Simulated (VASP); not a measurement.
# AlN (series) (Fm-3m) in VASP: a series of runs, part 2 of 2

VASP 6.6.1.

### 3 Single point, PBEsol

Contents of INCAR:

```
PREC = Accurate
ENCUT = 600
EDIFF = 1E-6
ISMEAR = 0
SIGMA = 0.02
LREAL = F
LASPH = T
NELM = 120
ALGO = Normal
ISIF = 2
LWAVE = F
LCHARG = T
GGA = PS
LELF = T
LVHAR = T
NBANDS = 11
GGA_COMPAT = F
```

Contents of KPOINTS:

```
regular mesh
0
Gamma
  6 6 6
```

Contents of POSCAR:

```
AlN
1.0
    0.0000000000      2.0345180000      2.0345180000
    2.0345180000      0.0000000000      2.0345180000
    2.0345180000      2.0345180000      0.0000000000
Al N
1 1
Direct
    0.5000000000      0.5000000000      0.5000000000
    0.0000000000      0.0000000000      0.0000000000
```

Potentials or basis: VASP PAW PBE potentials, release 64 (Al, N).

The run is started by

```sh
$ cat potpaw_PBE.64/Al/POTCAR potpaw_PBE.64/N/POTCAR > POTCAR
$ mpirun -np 1 vasp_std > vasp.out
```

OUTCAR:

```text
PREC = Accurate
   ENCUT = 600
   EDIFF = 1E-6
   ISMEAR = 0
   LREAL = F
   LASPH = T
   NELM = 120
   ISIF = 2
   GGA = PS

 ion  position               nearest neighbor table
   1  0.500  0.500  0.500-   2 2.03   2 2.03   2 2.03   2 2.03   2 2.03   2 2.03
   2  0.000  0.000  0.000-   1 2.03   1 2.03   1 2.03   1 2.03   1 2.03   1 2.03

  LATTYP: Found a face centered cubic cell.
 ALAT       =     4.0690360000

  Lattice vectors:

 A1 = (   0.0000000000,   2.0345180000,   2.0345180000)
 A2 = (   2.0345180000,   0.0000000000,   2.0345180000)
 A3 = (   2.0345180000,   2.0345180000,   0.0000000000)

Analysis of symmetry for initial positions (statically):
=====================================================================
 Subroutine PRICEL returns:
 Original cell was already a primitive cell.

 Routine SETGRP: Setting up the symmetry group for a
 face centered cubic supercell.

 Subroutine GETGRP returns: Found 48 space group operations
 (whereof 48 operations were pure point group operations)
 out of a pool of 48 trial point group operations.

The static configuration has the point symmetry O_h .

Analysis of symmetry for dynamics (positions and initial velocities):
=====================================================================
 Subroutine PRICEL returns:
 Original cell was already a primitive cell.

 Routine SETGRP: Setting up the symmetry group for a
 face centered cubic supercell.

 Subroutine GETGRP returns: Found 48 space group operations
 (whereof 48 operations were pure point group operations)
 out of a pool of 48 trial point group operations.

The dynamic configuration has the point symmetry O_h .

 Subroutine INISYM returns: Found 48 space group operations
 (whereof 48 operations are pure point group operations),
 and found     1 'primitive' translations

----------------------------------------------------------------------------------------

                                     Primitive cell

  volume of cell :      16.8428

  direct lattice vectors                    reciprocal lattice vectors
     0.000000000  2.034518000  2.034518000    -0.245758455  0.245758455  0.245758455
     2.034518000  0.000000000  2.034518000     0.245758455 -0.245758455  0.245758455
     2.034518000  2.034518000  0.000000000     0.245758455  0.245758455 -0.245758455

  length of vectors
     2.877242948  2.877242948  2.877242948     0.425666130  0.425666130  0.425666130

  position of ions in fractional coordinates (direct lattice)
     0.500000000  0.500000000  0.500000000
     0.000000000  0.000000000  0.000000000

  ion indices of the primitive-cell ions
   primitive index   ion index
                 1           1
                 2           2

----------------------------------------------------------------------------------------

 KPOINTS: regular mesh

Automatic generation of k-mesh.
 Grid dimensions read from file:
 generate k-points for:    6    6    6

 Generating k-lattice:

  Cartesian coordinates                     Fractional coordinates (reciprocal lattice)
    -0.040959742  0.040959742  0.040959742     0.166666667  0.000000000  0.000000000
     0.040959742 -0.040959742  0.040959742     0.000000000  0.166666667  0.000000000
     0.040959742  0.040959742 -0.040959742     0.000000000  0.000000000  0.166666667

  Length of vectors
     0.070944355  0.070944355  0.070944355

  Shift w.r.t. Gamma in fractional coordinates (k-lattice)
     0.000000000  0.000000000  0.000000000

 Subroutine IBZKPT returns following result:
 ===========================================

 Found     16 irreducible k-points:

 Following reciprocal coordinates:
            Coordinates               Weight
  0.000000  0.000000  0.000000      1.000000
  0.166667  0.000000  0.000000      8.000000
  0.333333  0.000000  0.000000      8.000000
  0.500000  0.000000  0.000000      4.000000
  0.166667  0.166667  0.000000      6.000000
  0.333333  0.166667  0.000000     24.000000
[... 8 lines left out ...]
 -0.333333  0.333333  0.166667     24.000000
 -0.333333  0.500000  0.166667     12.000000
   k-points           NKPTS =     16   k-points in BZ     NKDIM =     16   number of bands    NBANDS=     11
   number of dos      NEDOS =    301   number of ions     NIONS =      2
   total plane-waves  NPLWV =  13824
   dimension x,y,z NGX =    24 NGY =   24 NGZ =   24
   dimension x,y,z NGXF=    48 NGYF=   48 NGZF=   48
   ions per type =               1   1
   NGX,Y,Z   is equivalent  to a cutoff of  13.87, 13.87, 13.87 a.u.
   NGXF,Y,Z  is equivalent  to a cutoff of  27.73, 27.73, 27.73 a.u.
 SYSTEM =  unknown system
   PREC   = accura    normal or accurate (medium, high low for compatibility)
   ISTART =      0    job   : 0-new  1-cont  2-samecut
   ICHARG =      2    charge: 1-file 2-atom 10-const
   ISPIN  =      1    spin polarized calculation?
   LNONCOLLINEAR =      F non collinear calculations
   LSORBIT =      F    spin-orbit coupling
   LASPH  =      T    aspherical Exc in radial PAW
   ENCUT  =  600.0 eV  44.10 Ry    6.64 a.u.   5.75  5.75  5.75*2*pi/ulx,y,z
   NELM   =    120;   NELMIN=  2; NELMDL= -5     # of ELM steps
   EDIFF  = 0.1E-05   stopping-criterion for ELM
   LREAL  =      F    real-space projection
   EDIFFG = 0.1E-04   stopping-criterion for IOM
   NSW    =      0    number of steps for IOM
   IBRION =     -1    ionic relax: 0-MD 1-quasi-New 2-CG
   NFREE  =      0    steps in history (QN), initial steepest desc. (CG)
   ISIF   =      2    stress and relaxation
   ISYM   =      2    0-nonsym 1-usesym 2-fastsym
   POTIM  = 0.5000    time-step for ionic-motion
   TEBEG  =    0.0;   TEEND  =   0.0 temperature during run
   PSTRESS=    0.0 pullay stress
   NELECT =       8.0000    total number of electrons
   NUPDOWN=      -1.0000    fix difference up-down
   EMIN   =  10.00;   EMAX   =-10.00  energy-range for DOS
   EFERMI =   0.00;   METHOD = LEGACY
   ISMEAR =     0;   SIGMA  =   0.02  broadening in eV -4-tet -1-fermi 0-gaus
   EFERMI_NEDOS =   21; number of points for ismear=-14 and -15
   IALGO  =     38    algorithm
   IMIX   =      4    mixing-type and parameters
     AMIX     =   0.40;   BMIX     =  1.00
     AMIX_MAG =   1.60;   BMIX_MAG =  1.00
  volume/ion in A,a.u.               =       8.42        56.83
  Fermi-wavevector in a.u.,A,eV,Ry     =   1.277321  2.413786 22.198561  1.631548
  Thomas-Fermi vector in A             =   2.409927
   LORBIT       =      0    0 simple, 1 ext, 2 COOP (PROOUT), +10 PAW based schemes
   GGA     = PS    functional components
   LHFCALC =     F    Hartree Fock is set to
   AEXX    =    0.0000 exact exchange contribution
   IVDW    =     0    specifies the selected vdW correction
   LEPSILON=     F    determine dielectric tensor
   LRPA    =     F    only Hartree local field effects (RPA)
 non-spin polarized calculation
 Gauss-broadening in eV      SIGMA  =   0.02
  energy-cutoff  :      600.00
  volume of cell :       16.84
 maximum number of plane-waves:       588
   NGX = 11   NGY = 11   NGZ = 11

 number of electron       7.9999999 magnetization

 Free energy of the ion-electron system (eV)
  ---------------------------------------------------
  ext. energy  EPLUGINS =         0.00000000
  ---------------------------------------------------
  free energy    TOTEN  =       -15.44119993 eV

  energy without entropy =      -15.44119993  energy(sigma->0) =      -15.44119993

 E-fermi :   9.8331     XC(G=0): -12.3623

 val. band max:        9.6468125483   @ k =   0.0000   0.0000   0.0000
 cond. band min:      14.0163759532   @ k =   0.5000   0.5000   0.0000
 fundamental gap:      4.3695634049
 Fermi energy:         9.8331494720

 k-point     1 :       0.0000    0.0000    0.0000
  band No.  band energies     occupation
      1      -7.7339      2.00000
      2       9.6468      2.00000
      3       9.6468      2.00000
      4       9.6468      2.00000
      5      15.0438      0.00000
      6      21.6072      0.00000
      7      21.6072      0.00000
      8      21.6072      0.00000
      9      26.6345      0.00000
     10      27.1906      0.00000
     11      27.1906      0.00000
[... 197 lines left out ...]
 k-point    16 :      -0.3333    0.5000    0.1667
  band No.  band energies     occupation
      1      -3.4185      2.00000
      2       3.0798      2.00000
      3       5.1464      2.00000
      4       5.9960      2.00000
      5      16.3489      0.00000
      6      17.7900      0.00000
      7      22.0237      0.00000
      8      22.9856      0.00000
      9      27.2825      0.00000
     10      30.8896      0.00000
     11      34.1439      0.00000

------------------------ aborting loop because EDIFF is reached ----------------------------------------

  FORCE on cell =-STRESS in cart. coord.  units (eV):
  Direction    XX          YY          ZZ          XY          YZ          ZX
  --------------------------------------------------------------------------------------
  -------------------------------------------------------------------------------------
  Total       -0.4984128     -0.4984128     -0.4984128      0.0000000      0.0000000     -0.0000000
  in kB      -47.4116597    -47.4116597    -47.4116597      0.0000000      0.0000000     -0.0000000
  external PRESSURE =     -47.4116597 kB  Pullay stress =       0.0000000 kB

 VOLUME and BASIS-vectors are now :
 -----------------------------------------------------------------------------
  energy-cutoff  :      600.00
  volume of cell :       16.84
      direct lattice vectors                 reciprocal lattice vectors
     0.000000000  2.034518000  2.034518000    -0.245758455  0.245758455  0.245758455
     2.034518000  0.000000000  2.034518000     0.245758455 -0.245758455  0.245758455
     2.034518000  2.034518000  0.000000000     0.245758455  0.245758455 -0.245758455

 POSITION                                       TOTAL-FORCE (eV/Angst)
 -----------------------------------------------------------------------------------
      2.03452      2.03452      2.03452        -0.000000     -0.000000     -0.000000
      0.00000      0.00000      0.00000         0.000000      0.000000      0.000000
 -----------------------------------------------------------------------------------
    total drift:                                0.000000     -0.000000     -0.000000

  FREE ENERGIE OF THE ION-ELECTRON SYSTEM (eV)
  ---------------------------------------------------
  free  energy   TOTEN  =       -15.4411999259 eV

  energy  without entropy=      -15.4411999259  energy(sigma->0) =      -15.44119993
```

stdout:

```text
POSCAR found type information on POSCAR AlN
 POSCAR found :  2 types and       2 ions
 scaLAPACK will be used
 -----------------------------------------------------------------------------
|                                                                             |
|                                                                             |
|     You enforced a specific xc type in the INCAR file but a different       |
|     I HOPE YOU KNOW WHAT YOU ARE DOING!                                     |
|                                                                             |
 -----------------------------------------------------------------------------

 LDA part: xc-table for (Slater+PW92), standard interpolation
 POSCAR, INCAR and KPOINTS ok, starting setup
 FFT: planning ... GRIDC
 FFT: planning ... GRID_SOFT
 FFT: planning ... GRID
 WAVECAR not read
 entering main loop
```

Run time: 5.2 s. Hardware: 1 thread of Intel Xeon 8259CL, shared host; peak memory 0.13 GiB.

What came out:

- Free energy: -15.4412 eV
- Pressure: -4.7 GPa
- Band gap on the k mesh: 4.37 eV, indirect (least direct gap 5.40 eV)

Levels at points of the mesh, in eV from the valence-band top:
```csv
k point,band 1,band 2,band 3,band 4,band 5,band 6,band 7,band 8
"(0.00, 0.00, 0.00)",-17.38,0.00,0.00,0.00,5.40,11.96,11.96,11.96
"(0.50, 0.00, 0.00)",-14.15,-8.25,-1.06,-1.06,5.92,10.75,10.75,12.97
"(0.50, 0.50, 0.00)",-13.18,-7.32,-2.78,-2.78,4.37,5.17,13.74,16.86
```

Caveat: the k points lie up to 0.45 Å⁻¹ apart; the PAW data sets were made with another functional, which shifts forces and pressure a little. A k mesh can miss the band edges.

### 4 Single point, PBEsol

Contents of INCAR:

```
ALGO     = Normal         # electronic algorithm
EDIFF    = 1E-6           # SCF threshold, eV
ENCUT    = 600            # plane-wave cutoff, eV
GGA      = PS             # functional
GGA_COMPAT= F            
ISIF     = 2              # what is computed and relaxed
ISMEAR   = 0              # smearing method
LASPH    = T              # aspherical terms in the spheres
LCHARG   = F              # write CHGCAR
LREAL    = F              # projectors in reciprocal space
LWAVE    = F              # write WAVECAR
NBANDS   = 11             # bands
NELM     = 120            # most SCF steps
PREC     = Accurate       # precision mode
SIGMA    = 0.02           # smearing width, eV
```

Contents of KPOINTS:

```
k-points
0
Gamma
  8 8 8
```

POSCAR is that of step 3.

The run is started by

```sh
$ cat potpaw_PBE.64/Al/POTCAR potpaw_PBE.64/N/POTCAR > POTCAR
$ mpirun -np 1 vasp_std > vasp.out
```

It took 6.6 s on 1 thread of Intel Xeon 8259CL, shared host; peak memory 0.13 GiB.

The run converged. Its results:

```
Free energy            : -15.4462 eV
Pressure               : -4.7 GPa
Band gap on the k mesh : 4.37 eV, indirect (least direct gap 5.40 eV)
```

Levels at points of the mesh, in eV from the valence-band top:
| k point | band 1 | band 2 | band 3 | band 4 | band 5 | band 6 | band 7 | band 8 |
| --- | --- | --- | --- | --- | --- | --- | --- | --- |
| (0.00, 0.00, 0.00) | -17.38 | 0.00 | 0.00 | 0.00 | 5.40 | 11.96 | 11.96 | 11.96 |
| (0.50, 0.00, 0.00) | -14.15 | -8.25 | -1.06 | -1.06 | 5.92 | 10.75 | 10.75 | 12.97 |
| (0.50, 0.50, 0.00) | -13.18 | -7.32 | -2.77 | -2.77 | 4.37 | 5.17 | 13.74 | 16.86 |

Caveat: the PAW data sets were made with another functional, which shifts forces and pressure a little. A k mesh can miss the band edges.

### 5 Single point, PBEsol

Contents of INCAR:

```
SYSTEM = AlN
ALGO = Normal ; EDIFF = 1E-6
ENCUT = 600 ; GGA = PS
GGA_COMPAT = .FALSE. ; ISIF = 2
ISMEAR = 0 ; LASPH = .TRUE.
LCHARG = .FALSE. ; LREAL = .FALSE.
LWAVE = .FALSE. ; NBANDS = 11
NELM = 120 ; PREC = Accurate
SIGMA = 0.02
```

Contents of KPOINTS:

```
k-points
0
G
  8 8 8
  0 0 0
```

POSCAR is that of step 4.

The run is started by

```sh
$ cat potpaw_PBE.64/Al/POTCAR potpaw_PBE.64/N/POTCAR > POTCAR
$ mpirun -np 1 vasp_std > vasp.out
```

It took 7 s on 1 thread of Intel Xeon 8259CL, shared host; peak memory 0.13 GiB.

Results (log left out):

- Free energy: -15.4462 eV
- Pressure: -4.7 GPa
- Band gap on the k mesh: 4.37 eV, indirect (least direct gap 5.40 eV)

Levels at points of the mesh, in eV from the valence-band top:
| k point | band 1 | band 2 | band 3 | band 4 | band 5 | band 6 | band 7 | band 8 | band 9 |
| --- | --- | --- | --- | --- | --- | --- | --- | --- | --- |
| (0.00, 0.00, 0.00) | -17.38 | 0.00 | 0.00 | 0.00 | 5.40 | 11.96 | 11.96 | 11.96 | 16.99 |
| (0.50, 0.00, 0.00) | -14.15 | -8.25 | -1.06 | -1.06 | 5.92 | 10.75 | 10.75 | 12.97 | 15.75 |
| (0.50, 0.50, 0.00) | -13.18 | -7.32 | -2.77 | -2.77 | 4.37 | 5.17 | 13.74 | 16.86 | 16.86 |

Caveat: the PAW data sets were made with another functional, which shifts forces and pressure a little. As with any semilocal functional, this PBEsol gap is likely too small.

### 6 Overview

```csv
k mesh,gap on the mesh (eV),pressure (GPa)
4 × 4 × 4,4.32,-4.7
6 × 6 × 6,4.37,-4.7
8 × 8 × 8,4.37,-4.7
```

Alike in all rows: task single point; level PBEsol; potentials or basis VASP PAW PBE potentials, release 64 (Al, N); no spin polarisation; cell as given; cutoff (eV) 600; smearing gaussian 0.02 eV.

Caveats: some runs use coarse meshes; the PAW data sets were made with another functional, which shifts forces and pressure a little.

Absolute energies hang on the potentials; compare differences alone.
